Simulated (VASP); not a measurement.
# Cs2KSbCl6 (Fm-3m) in VASP: single point with LDA

Aim: the single point of Cs2KSbCl6 with LDA.

Program: VASP 6.6.1. These are calculated values, not measurements. Logs are shortened: lines on timing, memory, paths and dates and some standing lists are left out, and cuts for length are marked.

## (1) The cell of the first run

It takes space group Fm-3m (No. 225, cubic). Conventional cell: a = 11.390 Å, b = 11.390 Å, c = 11.390 Å, α = 90.00°, β = 90.00°, γ = 90.00°. K (site symmetry m-3m) has 6 Cl at 3.03 Å within 4.0 Å. Within 5.3 Å of Cs (site symmetry -43m) lie 12 Cl at 4.03 Å and 4 K at 4.93 Å and 4 Sb at 4.93 Å. Sb (site symmetry m-3m) has 6 Cl at 2.67 Å within 3.5 Å. Within 3.5 Å of Cl (site symmetry 4mm) lie 1 Sb at 2.67 Å and 1 K at 3.03 Å.

## (2) Single point, LDA

Contents of INCAR:

```
PREC     = Accurate       # precision mode
ENCUT    = 520            # plane-wave cutoff, eV
EDIFF    = 1E-6           # SCF threshold, eV
ISMEAR   = 0              # smearing method
SIGMA    = 0.01           # smearing width, eV
LREAL    = F              # projectors in reciprocal space
LASPH    = T              # aspherical terms in the spheres
NELM     = 100            # most SCF steps
ALGO     = Normal         # electronic algorithm
ISIF     = 2              # what is computed and relaxed
LWAVE    = F              # write WAVECAR
LCHARG   = F              # write CHGCAR
GGA      = CA             # functional
NBANDS   = 48             # bands
```

Contents of KPOINTS:

```
Automatic mesh
0
Gamma
  3 3 3
```

Contents of POSCAR:

```
Cs2KSbCl6
1.0
    0.0000000000      5.6947920000      5.6947920000
    5.6947920000      0.0000000000      5.6947920000
    5.6947920000      5.6947920000      0.0000000000
K Cs Sb Cl
1 2 1 6
Direct
    0.5000000000      0.5000000000      0.5000000000
    0.7500000000      0.7500000000      0.7500000000
    0.2500000000      0.2500000000      0.2500000000
    0.0000000000      0.0000000000      0.0000000000
    0.7658620000      0.2341380000      0.2341380000
    0.2341380000      0.2341380000      0.7658620000
    0.2341380000      0.7658620000      0.7658620000
    0.2341380000      0.7658620000      0.2341380000
    0.7658620000      0.2341380000      0.7658620000
    0.7658620000      0.7658620000      0.2341380000
```

Potentials or basis: VASP PAW LDA potentials, release 64 (K_sv, Cs_sv, Sb, Cl).

Started as:

```sh
$ cat potpaw_LDA.64/K_sv/POTCAR potpaw_LDA.64/Cs_sv/POTCAR potpaw_LDA.64/Sb/POTCAR potpaw_LDA.64/Cl/POTCAR > POTCAR
$ mpirun -np 1 vasp_std > vasp.out
```

OUTCAR:

```text
PREC = Accurate
   ENCUT = 520
   EDIFF = 1E-6
   ISMEAR = 0
   LREAL = F
   LASPH = T
   NELM = 100
   ISIF = 2
   GGA = CA

 ion  position               nearest neighbor table
   1  0.500  0.500  0.500-   5 3.03   6 3.03   7 3.03   8 3.03   9 3.03  10 3.03
   2  0.750  0.750  0.750-
   3  0.250  0.250  0.250-
   4  0.000  0.000  0.000-   5 2.67   6 2.67   7 2.67   8 2.67   9 2.67  10 2.67
   5  0.766  0.234  0.234-   4 2.67   1 3.03
   6  0.234  0.234  0.766-   4 2.67   1 3.03
   7  0.234  0.766  0.766-   4 2.67   1 3.03
   8  0.234  0.766  0.234-   4 2.67   1 3.03
   9  0.766  0.234  0.766-   4 2.67   1 3.03
  10  0.766  0.766  0.234-   4 2.67   1 3.03

  LATTYP: Found a face centered cubic cell.
 ALAT       =    11.3895840000

  Lattice vectors:

 A1 = (   0.0000000000,   5.6947920000,   5.6947920000)
 A2 = (   5.6947920000,   0.0000000000,   5.6947920000)
 A3 = (   5.6947920000,   5.6947920000,   0.0000000000)

Analysis of symmetry for initial positions (statically):
=====================================================================
 Subroutine PRICEL returns:
 Original cell was already a primitive cell.

 Routine SETGRP: Setting up the symmetry group for a
 face centered cubic supercell.

 Subroutine GETGRP returns: Found 48 space group operations
 (whereof 48 operations were pure point group operations)
 out of a pool of 48 trial point group operations.

The static configuration has the point symmetry O_h .

Analysis of symmetry for dynamics (positions and initial velocities):
=====================================================================
 Subroutine PRICEL returns:
 Original cell was already a primitive cell.

 Routine SETGRP: Setting up the symmetry group for a
 face centered cubic supercell.

 Subroutine GETGRP returns: Found 48 space group operations
 (whereof 48 operations were pure point group operations)
 out of a pool of 48 trial point group operations.

The dynamic configuration has the point symmetry O_h .

 Subroutine INISYM returns: Found 48 space group operations
 (whereof 48 operations are pure point group operations),
 and found     1 'primitive' translations

----------------------------------------------------------------------------------------

                                     Primitive cell

  volume of cell :     369.3717

  direct lattice vectors                    reciprocal lattice vectors
     0.000000000  5.694792000  5.694792000    -0.087799519  0.087799519  0.087799519
     5.694792000  0.000000000  5.694792000     0.087799519 -0.087799519  0.087799519
     5.694792000  5.694792000  0.000000000     0.087799519  0.087799519 -0.087799519

  length of vectors
     8.053652081  8.053652081  8.053652081     0.152073228  0.152073228  0.152073228

  position of ions in fractional coordinates (direct lattice)
     0.500000000  0.500000000  0.500000000
     0.750000000  0.750000000  0.750000000
     0.250000000  0.250000000  0.250000000
     0.000000000  0.000000000  0.000000000
     0.765862000  0.234138000  0.234138000
     0.234138000  0.234138000  0.765862000
     0.234138000  0.765862000  0.765862000
     0.234138000  0.765862000  0.234138000
     0.765862000  0.234138000  0.765862000
     0.765862000  0.765862000  0.234138000

  ion indices of the primitive-cell ions
   primitive index   ion index
                 1           1
                 2           2
                 3           3
                 4           4
                 5           5
                 6           6
                 7           7
                 8           8
                 9           9
                10          10

----------------------------------------------------------------------------------------

 KPOINTS: Automatic mesh

Automatic generation of k-mesh.
 Grid dimensions read from file:
 generate k-points for:    3    3    3

 Generating k-lattice:

  Cartesian coordinates                     Fractional coordinates (reciprocal lattice)
    -0.029266506  0.029266506  0.029266506     0.333333333  0.000000000  0.000000000
     0.029266506 -0.029266506  0.029266506     0.000000000  0.333333333  0.000000000
     0.029266506  0.029266506 -0.029266506     0.000000000  0.000000000  0.333333333

  Length of vectors
     0.050691076  0.050691076  0.050691076

  Shift w.r.t. Gamma in fractional coordinates (k-lattice)
     0.000000000  0.000000000  0.000000000

 Subroutine IBZKPT returns following result:
 ===========================================

 Found      4 irreducible k-points:

 Following reciprocal coordinates:
            Coordinates               Weight
  0.000000  0.000000  0.000000      1.000000
  0.333333  0.000000  0.000000      8.000000
  0.333333  0.333333  0.000000      6.000000
 -0.333333  0.333333  0.000000     12.000000
   k-points           NKPTS =      4   k-points in BZ     NKDIM =      4   number of bands    NBANDS=     48
   number of dos      NEDOS =    301   number of ions     NIONS =     10
   total plane-waves  NPLWV = 216000
   dimension x,y,z NGX =    60 NGY =   60 NGZ =   60
   dimension x,y,z NGXF=   120 NGYF=  120 NGZF=  120
   ions per type =               1   2   1   6
   NGX,Y,Z   is equivalent  to a cutoff of  12.39, 12.39, 12.39 a.u.
   NGXF,Y,Z  is equivalent  to a cutoff of  24.77, 24.77, 24.77 a.u.
 SYSTEM =  unknown system
   PREC   = accura    normal or accurate (medium, high low for compatibility)
   ISTART =      0    job   : 0-new  1-cont  2-samecut
   ICHARG =      2    charge: 1-file 2-atom 10-const
   ISPIN  =      1    spin polarized calculation?
   LNONCOLLINEAR =      F non collinear calculations
   LSORBIT =      F    spin-orbit coupling
   LASPH  =      T    aspherical Exc in radial PAW
   ENCUT  =  520.0 eV  38.22 Ry    6.18 a.u.  14.97 14.97 14.97*2*pi/ulx,y,z
   NELM   =    100;   NELMIN=  2; NELMDL= -5     # of ELM steps
   EDIFF  = 0.1E-05   stopping-criterion for ELM
   LREAL  =      F    real-space projection
   EDIFFG = 0.1E-04   stopping-criterion for IOM
   NSW    =      0    number of steps for IOM
   IBRION =     -1    ionic relax: 0-MD 1-quasi-New 2-CG
   NFREE  =      0    steps in history (QN), initial steepest desc. (CG)
   ISIF   =      2    stress and relaxation
   ISYM   =      2    0-nonsym 1-usesym 2-fastsym
   POTIM  = 0.5000    time-step for ionic-motion
   TEBEG  =    0.0;   TEEND  =   0.0 temperature during run
   PSTRESS=    0.0 pullay stress
   NELECT =      74.0000    total number of electrons
   NUPDOWN=      -1.0000    fix difference up-down
   EMIN   =  10.00;   EMAX   =-10.00  energy-range for DOS
   EFERMI =   0.00;   METHOD = LEGACY
   ISMEAR =     0;   SIGMA  =   0.01  broadening in eV -4-tet -1-fermi 0-gaus
   EFERMI_NEDOS =   21; number of points for ismear=-14 and -15
   IALGO  =     38    algorithm
   IMIX   =      4    mixing-type and parameters
     AMIX     =   0.40;   BMIX     =  1.00
     AMIX_MAG =   1.60;   BMIX_MAG =  1.00
  volume/ion in A,a.u.               =      36.94       249.26
  Fermi-wavevector in a.u.,A,eV,Ry     =   0.957924  1.810213 12.484946  0.917618
  Thomas-Fermi vector in A             =   2.086985
   LORBIT       =      0    0 simple, 1 ext, 2 COOP (PROOUT), +10 PAW based schemes
   GGA     = CA    functional components
   LHFCALC =     F    Hartree Fock is set to
   AEXX    =    0.0000 exact exchange contribution
   IVDW    =     0    specifies the selected vdW correction
   LEPSILON=     F    determine dielectric tensor
   LRPA    =     F    only Hartree local field effects (RPA)
 non-spin polarized calculation
 Gauss-broadening in eV      SIGMA  =   0.01
  energy-cutoff  :      520.00
  volume of cell :      369.37
 maximum number of plane-waves:     10001
   NGX = 29   NGY = 29   NGZ = 29

 number of electron      73.9999999 magnetization

 Free energy of the ion-electron system (eV)
  ---------------------------------------------------
  ext. energy  EPLUGINS =         0.00000000
  ---------------------------------------------------
  free energy    TOTEN  =       -36.93667157 eV

  energy without entropy =      -36.93667157  energy(sigma->0) =      -36.93667157

 E-fermi :  -0.2715     XC(G=0):  -7.8516

 val. band max:       -0.4016717854   @ k =  -0.3333   0.3333   0.0000
 cond. band min:       2.9201405916   @ k =   0.3333   0.0000   0.0000
 fundamental gap:      3.3218123770
 Fermi energy:        -0.2715296610

 k-point     1 :       0.0000    0.0000    0.0000
  band No.  band energies     occupation
      1     -28.2983      2.00000
      2     -20.5924      2.00000
      3     -20.5880      2.00000
      4     -14.3210      2.00000
      5     -13.8698      2.00000
      6     -13.8698      2.00000
[... 40 lines left out ...]
     47       5.5000      0.00000
     48       5.8198      0.00000

 k-point     2 :       0.3333    0.0000    0.0000
  band No.  band energies     occupation
      1     -28.2983      2.00000
      2     -20.5912      2.00000
      3     -20.5890      2.00000
      4     -14.3311      2.00000
      5     -13.8528      2.00000
      6     -13.8219      2.00000
[... 40 lines left out ...]
     47       5.9729      0.00000
     48       5.9731      0.00000

 k-point     3 :       0.3333    0.3333    0.0000
  band No.  band energies     occupation
      1     -28.2983      2.00000
      2     -20.5912      2.00000
      3     -20.5889      2.00000
      4     -14.3078      2.00000
      5     -13.8734      2.00000
      6     -13.8734      2.00000
[... 40 lines left out ...]
     47       6.1998      0.00000
     48       6.2259      0.00000

 k-point     4 :      -0.3333    0.3333    0.0000
  band No.  band energies     occupation
      1     -28.2983      2.00000
      2     -20.5900      2.00000
      3     -20.5900      2.00000
      4     -14.3115      2.00000
      5     -13.8734      2.00000
      6     -13.8403      2.00000
[... 40 lines left out ...]
     47       6.2783      0.00000
     48       6.3490      0.00000

------------------------ aborting loop because EDIFF is reached ----------------------------------------

  FORCE on cell =-STRESS in cart. coord.  units (eV):
  Direction    XX          YY          ZZ          XY          YZ          ZX
  --------------------------------------------------------------------------------------
  -------------------------------------------------------------------------------------
  Total       -5.4662501     -5.4662501     -5.4662501      0.0000000      0.0000000     -0.0000000
  in kB      -23.7102691    -23.7102691    -23.7102691      0.0000000      0.0000000     -0.0000000
  external PRESSURE =     -23.7102691 kB  Pullay stress =       0.0000000 kB

 VOLUME and BASIS-vectors are now :
 -----------------------------------------------------------------------------
  energy-cutoff  :      520.00
  volume of cell :      369.37
      direct lattice vectors                 reciprocal lattice vectors
     0.000000000  5.694792000  5.694792000    -0.087799519  0.087799519  0.087799519
     5.694792000  0.000000000  5.694792000     0.087799519 -0.087799519  0.087799519
     5.694792000  5.694792000  0.000000000     0.087799519  0.087799519 -0.087799519

 POSITION                                       TOTAL-FORCE (eV/Angst)
 -----------------------------------------------------------------------------------
      5.69479      5.69479      5.69479         0.000000      0.000000      0.000000
      8.54219      8.54219      8.54219         0.000000     -0.000000      0.000000
      2.84740      2.84740      2.84740         0.000000      0.000000      0.000000
      0.00000      0.00000      0.00000         0.000000     -0.000000      0.000000
      2.66673      5.69479      5.69479        -0.146544      0.000000      0.000000
      5.69479      5.69479      2.66673         0.000000      0.000000     -0.146544
      8.72285      5.69479      5.69479         0.146544      0.000000      0.000000
      5.69479      2.66673      5.69479         0.000000     -0.146544      0.000000
      5.69479      8.72285      5.69479         0.000000      0.146544      0.000000
      5.69479      5.69479      8.72285         0.000000      0.000000      0.146544
 -----------------------------------------------------------------------------------
    total drift:                                0.000000      0.000000      0.000000

  FREE ENERGIE OF THE ION-ELECTRON SYSTEM (eV)
  ---------------------------------------------------
  free  energy   TOTEN  =       -36.9366715669 eV

  energy  without entropy=      -36.9366715669  energy(sigma->0) =      -36.93667157
```

Run time: 2.3 min. Hardware: 1 thread of Intel Xeon 8259CL, shared host; peak memory 0.42 GiB.

Results:

- Free energy: -36.9367 eV
- Pressure: -2.4 GPa
- Largest force: 0.147 eV/Å
- Band gap on the k mesh: 3.32 eV, indirect (least direct gap 3.41 eV)

Forces in eV/Å, atoms in the order of the input:
```
K    0.000  0.000  0.000
Cs   0.000  0.000  0.000
Cs   0.000  0.000  0.000
Sb   0.000  0.000  0.000
Cl  -0.147  0.000  0.000
Cl   0.000  0.000 -0.147
Cl   0.147  0.000  0.000
Cl   0.000 -0.147  0.000
Cl   0.000  0.147  0.000
Cl   0.000  0.000  0.147
```

Caveat: spin-orbit coupling is left out, which moves the levels of the heavy elements. A k mesh can miss the band edges.
